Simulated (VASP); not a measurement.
# H2 in VASP: further runs

The runs below take H2 through single point, with r2SCAN, HSE06, PBE0.

Program: VASP 6.6.1. These are calculated values, not measurements. Logs are shortened: lines on timing, memory, paths and dates and some standing lists are left out, and cuts for length are marked.

### 1 The cell of the first run

The cell holds a molecule in a box, 2 atoms: a = 12.000 Å, b = 12.500 Å, c = 13.000 Å, α = 90.00°, β = 90.00°, γ = 90.00°.

### 2 Single point, r2SCAN

Input file POSCAR:

```
H
1.0
   12.0000000000      0.0000000000      0.0000000000
    0.0000000000     12.5000000000      0.0000000000
    0.0000000000      0.0000000000     13.0000000000
H
2
Direct
    0.4500000000      0.4700000000      0.4714686280
    0.4500000000      0.4700000000      0.5285313720
```

Input file INCAR.step1:

```
SYSTEM = H
ALGO     = Normal         ! electronic algorithm
EDIFF    = 1E-4           ! SCF threshold, eV
ENCUT    = 520            ! plane-wave cutoff, eV
GGA      = PE             ! functional
ISMEAR   = 0              ! smearing method
LASPH    = .True.         ! aspherical terms in the spheres
LCHARG   = .False.        ! write CHGCAR
LREAL    = .False.        ! projectors in reciprocal space
LWAVE    = .True.         ! write WAVECAR
NBANDS   = 8              ! bands
NELM     = 100            ! most SCF steps
PREC     = Accurate       ! precision mode
SIGMA    = 0.01           ! smearing width, eV
```

Input file INCAR.step2:

```
SYSTEM = H
ALGO     = Normal         ! electronic algorithm
EDIFF    = 1E-6           ! SCF threshold, eV
ENCUT    = 520            ! plane-wave cutoff, eV
ISIF     = 2              ! what is computed and relaxed
ISMEAR   = 0              ! smearing method
ISTART   = 1            
LASPH    = .True.         ! aspherical terms in the spheres
LCHARG   = .True.         ! write CHGCAR
LELF     = .True.         ! ELF
LMIXTAU  = .True.       
LREAL    = .False.        ! projectors in reciprocal space
LVHAR    = .True.       
LWAVE    = .False.        ! write WAVECAR
METAGGA  = R2SCAN         ! meta-GGA
NBANDS   = 8              ! bands
NELM     = 100            ! most SCF steps
PREC     = Accurate       ! precision mode
SIGMA    = 0.01           ! smearing width, eV
```

Input file KPOINTS:

```
k-points
0
Gamma
  1 1 1
  0 0 0
```

Potentials or basis: VASP PAW PBE potentials, release 64 (H).

Run with:

```console
$ cat potpaw_PBE.64/H/POTCAR > POTCAR
$ cp INCAR.step1 INCAR
$ mpirun -np 1 vasp_gam > vasp.out
$ cp INCAR.step2 INCAR
$ mpirun -np 1 vasp_gam > vasp.out
```

OUTCAR:

```text
SYSTEM = H
   EDIFF = 1E-6
   ENCUT = 520
   ISIF = 2
   ISMEAR = 0
   ISTART = 1
   LASPH = .True.
   LREAL = .False.
   METAGGA = R2SCAN
   NELM = 100
   PREC = Accurate

 ion  position               nearest neighbor table
   1  0.450  0.470  0.471-   2 0.74
   2  0.450  0.470  0.529-   1 0.74

  LATTYP: Found a simple orthorhombic cell.
 ALAT       =    12.0000000000
 B/A-ratio  =     1.0416666667
 C/A-ratio  =     1.0833333333

  Lattice vectors:

 A1 = (  12.0000000000,   0.0000000000,   0.0000000000)
 A2 = (   0.0000000000,  12.5000000000,   0.0000000000)
 A3 = (   0.0000000000,   0.0000000000,  13.0000000000)

Analysis of symmetry for initial positions (statically):
=====================================================================
 Subroutine PRICEL returns:
 Original cell was already a primitive cell.

 Routine SETGRP: Setting up the symmetry group for a
 simple orthorhombic supercell.

 Subroutine GETGRP returns: Found  8 space group operations
 (whereof  2 operations were pure point group operations)
 out of a pool of  8 trial point group operations.

The static configuration has the point symmetry C_1h.
 The point group associated with its full space group is D_2h.

Analysis of symmetry for dynamics (positions and initial velocities):
=====================================================================
 Subroutine PRICEL returns:
 Original cell was already a primitive cell.

 Routine SETGRP: Setting up the symmetry group for a
 simple orthorhombic supercell.

 Subroutine GETGRP returns: Found  8 space group operations
 (whereof  2 operations were pure point group operations)
 out of a pool of  8 trial point group operations.

The dynamic configuration has the point symmetry C_1h.
 The point group associated with its full space group is D_2h.

 Subroutine INISYM returns: Found  8 space group operations
 (whereof  2 operations are pure point group operations),
 and found     1 'primitive' translations

----------------------------------------------------------------------------------------

                                     Primitive cell

  volume of cell :    1950.0000

  direct lattice vectors                    reciprocal lattice vectors
    12.000000000  0.000000000  0.000000000     0.083333333  0.000000000  0.000000000
     0.000000000 12.500000000  0.000000000     0.000000000  0.080000000  0.000000000
     0.000000000  0.000000000 13.000000000     0.000000000  0.000000000  0.076923077

  length of vectors
    12.000000000 12.500000000 13.000000000     0.083333333  0.080000000  0.076923077

  position of ions in fractional coordinates (direct lattice)
     0.450000000  0.470000000  0.471468628
     0.450000000  0.470000000  0.528531372

  ion indices of the primitive-cell ions
   primitive index   ion index
                 1           1
                 2           2

----------------------------------------------------------------------------------------

 KPOINTS: k-points

Automatic generation of k-mesh.
 Grid dimensions read from file:
 generate k-points for:    1    1    1

 Generating k-lattice:

  Cartesian coordinates                     Fractional coordinates (reciprocal lattice)
     0.083333333  0.000000000  0.000000000     1.000000000  0.000000000  0.000000000
     0.000000000  0.080000000  0.000000000     0.000000000  1.000000000  0.000000000
     0.000000000  0.000000000  0.076923077     0.000000000  0.000000000  1.000000000

  Length of vectors
     0.083333333  0.080000000  0.076923077

  Shift w.r.t. Gamma in fractional coordinates (k-lattice)
     0.000000000  0.000000000  0.000000000

 Subroutine IBZKPT returns following result:
 ===========================================

 Found      1 irreducible k-points:

 Following reciprocal coordinates:
            Coordinates               Weight
  0.000000  0.000000  0.000000      1.000000
   k-points           NKPTS =      1   k-points in BZ     NKDIM =      1   number of bands    NBANDS=      8
   number of dos      NEDOS =    301   number of ions     NIONS =      2
   total plane-waves  NPLWV = 846720
   dimension x,y,z NGX =    90 NGY =   96 NGZ =   98
   dimension x,y,z NGXF=   180 NGYF=  192 NGZF=  196
   ions per type =               2
   NGX,Y,Z   is equivalent  to a cutoff of  12.47, 12.77, 12.53 a.u.
   NGXF,Y,Z  is equivalent  to a cutoff of  24.94, 25.54, 25.06 a.u.
 SYSTEM =  H
   PREC   = accura    normal or accurate (medium, high low for compatibility)
   ISTART =      1    job   : 0-new  1-cont  2-samecut
   ICHARG =      0    charge: 1-file 2-atom 10-const
   ISPIN  =      1    spin polarized calculation?
   LNONCOLLINEAR =      F non collinear calculations
   LSORBIT =      F    spin-orbit coupling
   LASPH  =      T    aspherical Exc in radial PAW
   ENCUT  =  520.0 eV  38.22 Ry    6.18 a.u.  22.31 23.24 24.17*2*pi/ulx,y,z
   NELM   =    100;   NELMIN=  2; NELMDL=  0     # of ELM steps
   EDIFF  = 0.1E-05   stopping-criterion for ELM
   LREAL  =      F    real-space projection
   EDIFFG = 0.1E-04   stopping-criterion for IOM
   NSW    =      0    number of steps for IOM
   IBRION =     -1    ionic relax: 0-MD 1-quasi-New 2-CG
   NFREE  =      0    steps in history (QN), initial steepest desc. (CG)
   ISIF   =      2    stress and relaxation
   ISYM   =      2    0-nonsym 1-usesym 2-fastsym
   POTIM  = 0.5000    time-step for ionic-motion
   TEBEG  =    0.0;   TEEND  =   0.0 temperature during run
   PSTRESS=    0.0 pullay stress
   NELECT =       2.0000    total number of electrons
   NUPDOWN=      -1.0000    fix difference up-down
   EMIN   =  10.00;   EMAX   =-10.00  energy-range for DOS
   EFERMI =   0.00;   METHOD = LEGACY
   ISMEAR =     0;   SIGMA  =   0.01  broadening in eV -4-tet -1-fermi 0-gaus
   EFERMI_NEDOS =   21; number of points for ismear=-14 and -15
   IALGO  =     38    algorithm
   IMIX   =      4    mixing-type and parameters
     AMIX     =   0.40;   BMIX     =  1.00
     AMIX_MAG =   1.60;   BMIX_MAG =  1.00
  volume/ion in A,a.u.               =     975.00      6579.62
  Fermi-wavevector in a.u.,A,eV,Ry     =   0.165097  0.311989  0.370856  0.027257
  Thomas-Fermi vector in A             =   0.866411
   LORBIT       =      0    0 simple, 1 ext, 2 COOP (PROOUT), +10 PAW based schemes
   METAGGA = R2SCAN    functional components
   LHFCALC =     F    Hartree Fock is set to
   AEXX    =    0.0000 exact exchange contribution
   IVDW    =     0    specifies the selected vdW correction
   LEPSILON=     F    determine dielectric tensor
   LRPA    =     F    only Hartree local field effects (RPA)
 non-spin polarized calculation
 Gauss-broadening in eV      SIGMA  =   0.01
  energy-cutoff  :      520.00
  volume of cell :     1950.00
 maximum number of plane-waves:     26244
 NGX is ok and might be reduce to    90
   NGX = 45   NGY = 47   NGZ = 49

 number of electron       1.9999999 magnetization

 Free energy of the ion-electron system (eV)
  ---------------------------------------------------
  ext. energy  EPLUGINS =         0.00000000
  ---------------------------------------------------
  free energy    TOTEN  =        -6.90978568 eV

  energy without entropy =       -6.90978568  energy(sigma->0) =       -6.90978568

 E-fermi : -10.7275     XC(G=0):   0.0572

 val. band max:      -10.7990439882   @ k =   0.0000   0.0000   0.0000
 cond. band min:       0.1037782995   @ k =   0.0000   0.0000   0.0000
 fundamental gap:     10.9028222877
 Fermi energy:       -10.7275058406

 k-point     1 :       0.0000    0.0000    0.0000
  band No.  band energies     occupation
      1     -10.7990      2.00000
      2       0.1038      0.00000
      3       0.9391      0.00000
      4       0.9522      0.00000
      5       1.0430      0.00000
      6       1.0471      0.00000
      7       1.1303      0.00000
      8       1.2919      0.00000

------------------------ aborting loop because EDIFF is reached ----------------------------------------

  FORCE on cell =-STRESS in cart. coord.  units (eV):
  Direction    XX          YY          ZZ          XY          YZ          ZX
  --------------------------------------------------------------------------------------
  -------------------------------------------------------------------------------------
  Total       -0.0287277     -0.0284922     -0.0458633     -0.0000000      0.0000000      0.0000000
  in kB       -0.0236035     -0.0234100     -0.0376826     -0.0000000      0.0000000      0.0000000
  external PRESSURE =      -0.0282320 kB  Pullay stress =       0.0000000 kB

 VOLUME and BASIS-vectors are now :
 -----------------------------------------------------------------------------
  energy-cutoff  :      520.00
  volume of cell :     1950.00
      direct lattice vectors                 reciprocal lattice vectors
    12.000000000  0.000000000  0.000000000     0.083333333  0.000000000  0.000000000
     0.000000000 12.500000000  0.000000000     0.000000000  0.080000000  0.000000000
     0.000000000  0.000000000 13.000000000     0.000000000  0.000000000  0.076923077

 POSITION                                       TOTAL-FORCE (eV/Angst)
 -----------------------------------------------------------------------------------
      5.40000      5.87500      6.12909         0.000000      0.000000      0.015483
      5.40000      5.87500      6.87091         0.000000      0.000000     -0.015483
 -----------------------------------------------------------------------------------
    total drift:                                0.000000      0.000008      0.000000

  FREE ENERGIE OF THE ION-ELECTRON SYSTEM (eV)
  ---------------------------------------------------
  free  energy   TOTEN  =        -6.9097856793 eV

  energy  without entropy=       -6.9097856793  energy(sigma->0) =       -6.90978568
```

It took 5.1 min on 1 thread of Intel Xeon 6975P-C (Granite Rapids), shared host; peak memory 1.5 GiB.

What came out:

| Quantity | Value |
| --- | --- |
| Free energy | -6.9098 eV |
| Largest force | 0.015 eV/Å |
| Gap between the frontier levels | 10.90 eV |

Forces in eV/Å, atoms in the order of the input:
```
H    0.000  0.000  0.015
H    0.000  0.000 -0.015
```

Levels at points of the mesh, in eV from the valence-band top:
```tsv
k point	band 1	band 2	band 3	band 4
(0.00, 0.00, 0.00)	0.00	10.90	11.74	11.75
```

Caveat: the PAW data sets were made with another functional, which shifts forces and pressure a little.

### 3 Single point, HSE06

Input file POSCAR:

```
H
1.0
   12.0000000000      0.0000000000      0.0000000000
    0.0000000000     12.5000000000      0.0000000000
    0.0000000000      0.0000000000     13.0000000000
H
2
Direct
    0.4500000000      0.4700000000      0.4713372953
    0.4500000000      0.4700000000      0.5286627047
```

Input file INCAR.step1:

```
PREC = Accurate
ENCUT = 520
EDIFF = 1E-5
ISMEAR = 0
SIGMA = 0.01
LREAL = F
LASPH = T
NELM = 60
ALGO = Normal
ISIF = 2
LWAVE = T
NBANDS = 8
GGA = PE
```

Input file INCAR.step2:

```
PREC = Accurate
ENCUT = 520
EDIFF = 1E-6
ISMEAR = 0
SIGMA = 0.01
LREAL = F
LASPH = T
NELM = 60
ALGO = Normal
ISIF = 2
LWAVE = F
LCHARG = T
GGA = PE
LHFCALC = T
HFSCREEN = 0.2079
PRECFOCK = Normal
LELF = T
LVHAR = T
NBANDS = 8
ISTART = 1
```

Input file KPOINTS:

```
Automatic mesh
0
Gamma
  1 1 1
```

Potentials or basis: VASP PAW PBE potentials, release 64 (H).

Run with:

```console
$ cat potpaw_PBE.64/H/POTCAR > POTCAR
$ cp INCAR.step1 INCAR
$ mpirun -np 1 vasp_gam > vasp.out
$ cp INCAR.step2 INCAR
$ mpirun -np 1 vasp_gam > vasp.out
```

It took 2.1 min on 1 thread of Intel Xeon 6975P-C (Granite Rapids), shared host; peak memory 1.4 GiB.

Results (log left out):

```yaml
Free_energy: -7.8175 eV
Largest_force: 0.026 eV/Å
Gap_between_the_frontier_levels: 11.38 eV
```

Forces in eV/Å, atoms in the order of the input:
```
H    0.000  0.000  0.026
H    0.000  0.000 -0.026
```

Levels at points of the mesh, in eV from the valence-band top:
| k point | band 1 | band 2 | band 3 | band 4 | band 5 |
| --- | --- | --- | --- | --- | --- |
| (0.00, 0.00, 0.00) | 0.00 | 11.38 | 11.93 | 12.21 | 12.28 |

Caveat: the PAW data sets were made with another functional, which shifts forces and pressure a little.

### 4 Single point, PBE0

Input file POSCAR:

```
H
1.0
   12.0000000000      0.0000000000      0.0000000000
    0.0000000000     12.5000000000      0.0000000000
    0.0000000000      0.0000000000     13.0000000000
H
2
Direct
    0.4500000000      0.4700000000      0.4713322057
    0.4500000000      0.4700000000      0.5286677943
```

Input file INCAR.step1:

```
SYSTEM = H
PREC = Accurate
ENCUT = 520
EDIFF = 1E-5
ISMEAR = 0
SIGMA = 0.01
LREAL = .FALSE.
LASPH = .TRUE.
NELM = 60
ALGO = Normal
ISIF = 2
LWAVE = .TRUE.
LCHARG = .FALSE.
NBANDS = 8
GGA = PE
```

Input file INCAR.step2:

```
SYSTEM = H
PREC = Accurate
ENCUT = 520
EDIFF = 1E-6
ISMEAR = 0
SIGMA = 0.01
LREAL = .FALSE.
LASPH = .TRUE.
NELM = 60
ALGO = Normal
ISIF = 2
LWAVE = .FALSE.
LCHARG = .FALSE.
GGA = PE
LHFCALC = .TRUE.
AEXX = 0.25
PRECFOCK = Normal
NBANDS = 8
ISTART = 1
```

Input file KPOINTS:

```
regular mesh
0
G
  1 1 1
  0 0 0
```

Run with:

```console
$ cat potpaw_PBE.64/H/POTCAR > POTCAR
$ cp INCAR.step1 INCAR
$ mpirun -np 1 vasp_gam > vasp.out
$ cp INCAR.step2 INCAR
$ mpirun -np 1 vasp_gam > vasp.out
```

It took 75 s on 1 thread of Intel Xeon 6975P-C (Granite Rapids), shared host; peak memory 1.3 GiB.

The run converged. Its results:

```
Free energy                     : -8.1511 eV
Largest force                   : 0.024 eV/Å
Gap between the frontier levels : 11.88 eV
```

Forces in eV/Å, atoms in the order of the input:
```
H    0.000  0.000  0.024
H    0.000  0.000 -0.024
```

Levels at points of the mesh, in eV from the valence-band top:
```tsv
k point	band 1	band 2	band 3	band 4	band 5
(0.00, 0.00, 0.00)	0.00	11.88	12.51	12.73	12.79
```

Caveat: the PAW data sets were made with another functional, which shifts forces and pressure a little.

### 5 The runs side by side

```tsv
level	cell	grid for exact exchange (PRECFOCK)	share of exact exchange	screening parameter	gap on the mesh (eV)	largest force (eV/Å)
r2SCAN	as given, atomic positions A	-	-	-	10.90	0.02
HSE06	as given, atomic positions B	Normal	0.25	0.2079 1/Å	11.38	0.03
PBE0	as given, atomic positions B	Normal	0.25	-	11.88	0.02
```

Alike in all rows: task single point; potentials or basis VASP PAW PBE potentials, release 64 (H); no spin polarisation; k mesh 1 × 1 × 1; cutoff (eV) 520; smearing gaussian 0.01 eV.

Caveats: the PAW data sets were made with another functional, which shifts forces and pressure a little.

Total energies depend on the potentials used, so only differences within one code and one set of settings carry meaning.
